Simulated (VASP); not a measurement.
# Mg (P6_3/mmc) in VASP: relaxation of cell and atoms with PBEsol

Aim: the relaxation of cell and atoms of Mg with PBEsol.

Program: VASP 6.6.1. These are calculated values, not measurements. Logs are shortened: lines on timing, memory, paths and dates and some standing lists are left out, and cuts for length are marked.

### Step 1. The cell of the first run

Symmetry: P6_3/mmc, No. 194, hexagonal system. Conventional cell: a = 3.177 Å, b = 3.177 Å, c = 10.319 Å, α = 90.00°, β = 90.00°, γ = 120.00°. Mg (site symmetry -6m2) has 12 Mg at 3.17 to 3.18 Å within 4.2 Å. Mg (site symmetry -3m) has 12 Mg at 3.17 to 3.18 Å within 4.2 Å.

### Step 2. Relaxation of cell and atoms, PBEsol, target pressure 30 GPa, at which the enthalpy is minimised

Contents of INCAR:

```
  PREC = Accurate
  ENCUT = 600
  EDIFF = 1E-6
  ISMEAR = -1
  SIGMA = 0.05
  LREAL = F
  LASPH = T
  NELM = 100
  ALGO = Normal
  ISIF = 3
  LWAVE = F
  LCHARG = F
  GGA = PS
  IBRION = 2
  NSW = 60
  EDIFFG = -0.01
  PSTRESS = 300.0
```

Contents of KPOINTS:

```
regular mesh
0
Gamma
  10 10 3
```

Contents of POSCAR:

```
Mg
1.0
    3.1768261656      0.0000000000      0.0000000000
   -1.5884130828      2.7512121628      0.0000000000
    0.0000000000      0.0000000000     10.3188620100
Mg
4
Direct
    0.6666666667      0.3333333333      0.7500000000
    0.0000000000      0.0000000000      0.5000000000
    0.3333333333      0.6666666667      0.2500000000
    0.0000000000      0.0000000000      0.0000000000
```

Potentials or basis: VASP PAW PBE potentials, release 64 (Mg).

Command:

```console
$ cat potpaw_PBE.64/Mg/POTCAR > POTCAR
$ mpirun -np 1 vasp_std > vasp.out
```

OUTCAR:

```text
PREC = Accurate
   ENCUT = 600
   EDIFF = 1E-6
   ISMEAR = -1
   LREAL = F
   LASPH = T
   NELM = 100
   ISIF = 3
   GGA = PS
   IBRION = 2
   NSW = 60
   EDIFFG = -0.01
   PSTRESS = 300.0

 ion  position               nearest neighbor table
   1  0.667  0.333  0.750-   2 3.17   4 3.17   2 3.17   4 3.17   2 3.17   4 3.17
   2  0.000  0.000  0.500-   1 3.17   3 3.17   3 3.17   1 3.17   1 3.17   3 3.17
   3  0.333  0.667  0.250-   2 3.17   4 3.17   2 3.17   4 3.17   2 3.17   4 3.17
   4  0.000  0.000  0.000-   1 3.17   3 3.17   3 3.17   1 3.17   1 3.17   3 3.17

  LATTYP: Found a hexagonal cell.
 ALAT       =     3.1768261656
 C/A-ratio  =     3.2481670296

  Lattice vectors:

 A1 = (   3.1768261656,   0.0000000000,   0.0000000000)
 A2 = (  -1.5884130828,   2.7512121628,   0.0000000000)
 A3 = (   0.0000000000,   0.0000000000,  10.3188620100)

Analysis of symmetry for initial positions (statically):
=====================================================================
 Subroutine PRICEL returns:
 Original cell was already a primitive cell.

 Routine SETGRP: Setting up the symmetry group for a
 hexagonal supercell.

 Subroutine GETGRP returns: Found 24 space group operations
 (whereof 12 operations were pure point group operations)
 out of a pool of 24 trial point group operations.

The static configuration has the point symmetry D_3d.
 The point group associated with its full space group is D_6h.

Analysis of symmetry for dynamics (positions and initial velocities):
=====================================================================
 Subroutine PRICEL returns:
 Original cell was already a primitive cell.

 Routine SETGRP: Setting up the symmetry group for a
 hexagonal supercell.

 Subroutine GETGRP returns: Found 24 space group operations
 (whereof 12 operations were pure point group operations)
 out of a pool of 24 trial point group operations.

The dynamic configuration has the point symmetry D_3d.
 The point group associated with its full space group is D_6h.

 Subroutine INISYM returns: Found 24 space group operations
 (whereof 12 operations are pure point group operations),
 and found     1 'primitive' translations

----------------------------------------------------------------------------------------

                                     Primitive cell

  volume of cell :      90.1881

  direct lattice vectors                    reciprocal lattice vectors
     3.176826166  0.000000000  0.000000000     0.314779578  0.181738074  0.000000000
    -1.588413083  2.751212163  0.000000000     0.000000000  0.363476148  0.000000000
     0.000000000  0.000000000 10.318862010     0.000000000  0.000000000  0.096909911

  length of vectors
     3.176826166  3.176826166 10.318862010     0.363476148  0.363476148  0.096909911

  position of ions in fractional coordinates (direct lattice)
     0.666666667  0.333333333  0.750000000
     0.000000000  0.000000000  0.500000000
     0.333333333  0.666666667  0.250000000
     0.000000000  0.000000000  0.000000000

  ion indices of the primitive-cell ions
   primitive index   ion index
                 1           1
                 2           2
                 3           3
                 4           4

----------------------------------------------------------------------------------------

 KPOINTS: regular mesh

Automatic generation of k-mesh.
 Grid dimensions read from file:
 generate k-points for:   10   10    3

 Generating k-lattice:

  Cartesian coordinates                     Fractional coordinates (reciprocal lattice)
     0.031477958  0.018173807  0.000000000     0.100000000 -0.000000000  0.000000000
     0.000000000  0.036347615  0.000000000     0.000000000  0.100000000  0.000000000
     0.000000000  0.000000000  0.032303304     0.000000000  0.000000000  0.333333333

  Length of vectors
     0.036347615  0.036347615  0.032303304

  Shift w.r.t. Gamma in fractional coordinates (k-lattice)
     0.000000000  0.000000000  0.000000000

 Subroutine IBZKPT returns following result:
 ===========================================

 Found     28 irreducible k-points:

 Following reciprocal coordinates:
            Coordinates               Weight
  0.000000  0.000000  0.000000      1.000000
  0.100000  0.000000  0.000000      6.000000
  0.200000  0.000000  0.000000      6.000000
  0.300000  0.000000  0.000000      6.000000
  0.400000  0.000000  0.000000      6.000000
  0.500000  0.000000  0.000000      3.000000
[... 16 lines left out ...]
  0.300000  0.100000  0.333333     24.000000
  0.400000  0.100000  0.333333     24.000000
 [... further k-points ...]
   k-points           NKPTS =     28   k-points in BZ     NKDIM =     28   number of bands    NBANDS=      8
   number of dos      NEDOS =    301   number of ions     NIONS =      4
   total plane-waves  NPLWV =  65856
   dimension x,y,z NGX =    28 NGY =   28 NGZ =   84
   dimension x,y,z NGXF=    56 NGYF=   56 NGZF=  168
   ions per type =               4
   NGX,Y,Z   is equivalent  to a cutoff of  14.65, 14.65, 13.53 a.u.
   NGXF,Y,Z  is equivalent  to a cutoff of  29.31, 29.31, 27.07 a.u.
 SYSTEM =  unknown system
   PREC   = accura    normal or accurate (medium, high low for compatibility)
   ISTART =      0    job   : 0-new  1-cont  2-samecut
   ICHARG =      2    charge: 1-file 2-atom 10-const
   ISPIN  =      1    spin polarized calculation?
   LNONCOLLINEAR =      F non collinear calculations
   LSORBIT =      F    spin-orbit coupling
   LASPH  =      T    aspherical Exc in radial PAW
   ENCUT  =  600.0 eV  44.10 Ry    6.64 a.u.   6.34  6.34 20.61*2*pi/ulx,y,z
   NELM   =    100;   NELMIN=  2; NELMDL= -5     # of ELM steps
   EDIFF  = 0.1E-05   stopping-criterion for ELM
   LREAL  =      F    real-space projection
   EDIFFG = -.1E-01   stopping-criterion for IOM
   NSW    =     60    number of steps for IOM
   IBRION =      2    ionic relax: 0-MD 1-quasi-New 2-CG
   NFREE  =      1    steps in history (QN), initial steepest desc. (CG)
   ISIF   =      3    stress and relaxation
   ISYM   =      2    0-nonsym 1-usesym 2-fastsym
   POTIM  = 0.5000    time-step for ionic-motion
   TEBEG  =    0.0;   TEEND  =   0.0 temperature during run
   PSTRESS=  300.0 pullay stress
   NELECT =       8.0000    total number of electrons
   NUPDOWN=      -1.0000    fix difference up-down
   EMIN   =  10.00;   EMAX   =-10.00  energy-range for DOS
   EFERMI =   0.00;   METHOD = LEGACY
   ISMEAR =    -1;   SIGMA  =   0.05  broadening in eV -4-tet -1-fermi 0-gaus
   EFERMI_NEDOS =   21; number of points for ismear=-14 and -15
   IALGO  =     38    algorithm
   IMIX   =      4    mixing-type and parameters
     AMIX     =   0.40;   BMIX     =  1.00
     AMIX_MAG =   1.60;   BMIX_MAG =  1.00
  volume/ion in A,a.u.               =      22.55       152.15
  Fermi-wavevector in a.u.,A,eV,Ry     =   0.730110  1.379708  7.252733  0.533061
  Thomas-Fermi vector in A             =   1.821999
   LORBIT       =      0    0 simple, 1 ext, 2 COOP (PROOUT), +10 PAW based schemes
   GGA     = PS    functional components
   LHFCALC =     F    Hartree Fock is set to
   AEXX    =    0.0000 exact exchange contribution
   IVDW    =     0    specifies the selected vdW correction
   LEPSILON=     F    determine dielectric tensor
   LRPA    =     F    only Hartree local field effects (RPA)
 conjugate gradient relaxation of ions
 non-spin polarized calculation
  energy-cutoff  :      600.00
  volume of cell :       90.19
 maximum number of plane-waves:      3035
 NGX is ok and might be reduce to    28
   NGX = 13   NGY = 13   NGZ = 41

--------------------------------------- Ionic step        1  -------------------------------------------

 number of electron       8.0000000 magnetization

 Free energy of the ion-electron system (eV)
  ---------------------------------------------------
  ext. energy  EPLUGINS =         0.00000000
  ---------------------------------------------------
  free energy    TOTEN  =        -6.87566322 eV

  energy without entropy =       -6.85724889  energy(sigma->0) =       -6.86645605

 E-fermi :   2.7887     XC(G=0):  -8.5906

 val. band max:        2.7747421985   @ k =   0.3000   0.3000   0.0000
 cond. band min:       2.8434760686   @ k =   0.3000   0.3000   0.3333
 fundamental gap:      0.0687338701
 Fermi energy:         2.7886516241

 k-point     1 :       0.0000    0.0000    0.0000
  band No.  band energies     occupation
      1      -4.3216      2.00000
      2      -2.9151      2.00000
      3      -2.9140      2.00000
      4       0.9677      2.00000
      5       1.4445      2.00000
      6       7.7549      0.00000
      7       7.7641      0.00000
      8      13.7693      0.00000
[... 797 lines left out ...]
  FREE ENERGIE OF THE ION-ELECTRON SYSTEM (eV)
  ---------------------------------------------------
  free  energy   TOTEN  =        -4.9185888773 eV

  energy  without entropy=       -4.9003975223  energy(sigma->0) =       -4.90949320

  enthalpy is  TOTEN    =         6.6473799876 eV   P V=       11.5659688649

--------------------------------------- Ionic step        8  -------------------------------------------

 number of electron       8.0000000 magnetization

 Free energy of the ion-electron system (eV)
  ---------------------------------------------------
  ext. energy  EPLUGINS =         0.00000000
  ---------------------------------------------------
  free energy    TOTEN  =        -4.91208227 eV

  energy without entropy =       -4.89390701  energy(sigma->0) =       -4.90299464

 E-fermi :   5.1160     XC(G=0):  -9.8832

 val. band max:        5.1082594924   @ k =   0.3000   0.2000   0.3333
 cond. band min:       5.1425717891   @ k =   0.4000   0.2000   0.0000
 fundamental gap:      0.0343122967
 Fermi energy:         5.1159693226

 k-point     1 :       0.0000    0.0000    0.0000
  band No.  band energies     occupation
      1      -3.7877      2.00000
      2      -1.9853      2.00000
      3      -1.9789      2.00000
      4       2.6751      2.00000
      5       3.7876      2.00000
      6      11.3108      0.00000
      7      11.3297      0.00000
      8      18.4693      0.00000
[... 275 lines left out ...]
 POSITION                                       TOTAL-FORCE (eV/Angst)
 -----------------------------------------------------------------------------------
      1.39965      0.80809      6.82268        -0.000000      0.000000      0.000000
      0.00000     -0.00000      4.54845         0.000000      0.000000      0.000000
     -0.00000      1.61618      2.27423         0.000000     -0.000000     -0.000000
      0.00000     -0.00000      0.00000         0.000000     -0.000000      0.000000
 -----------------------------------------------------------------------------------
    total drift:                               -0.000000      0.000000     -0.000000

  FREE ENERGIE OF THE ION-ELECTRON SYSTEM (eV)
  ---------------------------------------------------
  free  energy   TOTEN  =        -4.9120822713 eV

  energy  without entropy=       -4.8939070123  energy(sigma->0) =       -4.90299464

  enthalpy is  TOTEN    =         6.6473053321 eV   P V=       11.5593876034

 reached required accuracy - stopping structural energy minimisation
```

Run time: 54 s. Hardware: 1 thread of Intel Xeon 6975P-C (Granite Rapids), shared host; peak memory 0.26 GiB.

Results:

* Free energy: -4.9121 eV
* Relaxed volume: 15.43 Å³/atom
* Relaxed cell: a = 2.799 Å, b = 2.799 Å, c = 9.097 Å, α = 90.00°, β = 90.00°, γ = 120.00°
* Space group after relaxing (to 0.1 Å): P6_3/mmc (No. 194)
* Energy change on relaxing (the run minimises the enthalpy): +490.9 meV/atom
* Ionic steps: 8
* Pressure after relaxing: 30.0 GPa
* Band gap on the k mesh: zero (bands 4 and 5 overlap by 1.77 eV)

Step by step:
| step | energy change (eV) | largest force (eV/Å) | pressure (GPa) | volume (Å³) |
| --- | --- | --- | --- | --- |
| 1 | 0.0000 | 0.0000 | 0.13 | 90.19 |
| 2 | 7.6350 | 0.0000 | 95.84 | 45.69 |
| 3 | 1.7745 | 0.0000 | 27.74 | 62.79 |
| 4 | 1.9256 | 0.0000 | 29.54 | 61.94 |
| 5 | 2.0185 | 0.0000 | 30.64 | 61.45 |
| 6 | 1.9239 | 0.0000 | 29.53 | 61.95 |
| 7 | 1.9571 | 0.0000 | 29.92 | 61.77 |
| 8 | 1.9636 | 0.0000 | 30.00 | 61.73 |

Final structure:
```
Mg
1.0
     2.79930    0.00000    0.00000
    -1.39965    2.42427    0.00000
     0.00000    0.00000    9.09690
Mg
4
Direct
  0.66667 0.33333 0.75000
  0.00000 0.00000 0.50000
  0.33333 0.66667 0.25000
  0.00000 0.00000 0.00000
```

Levels at points of the mesh, in eV from the Fermi level:
```csv
k point,band 1,band 2,band 3,band 4,band 5,band 6,band 7,band 8
"(0.00, 0.00, 0.00)",-8.90,-7.10,-7.09,-2.44,-1.33,6.19,6.21,13.35
"(0.50, 0.00, 0.00)",-2.90,-2.71,-1.62,-1.38,-0.64,-0.45,3.07,3.21
```

Caveat: the cell is relaxed towards a set pressure, so the run minimises the enthalpy, not the energy; the volume moved by over 15 % at a fixed basis, so the end points are rough; the PAW data sets were made with another functional, which shifts forces and pressure a little.
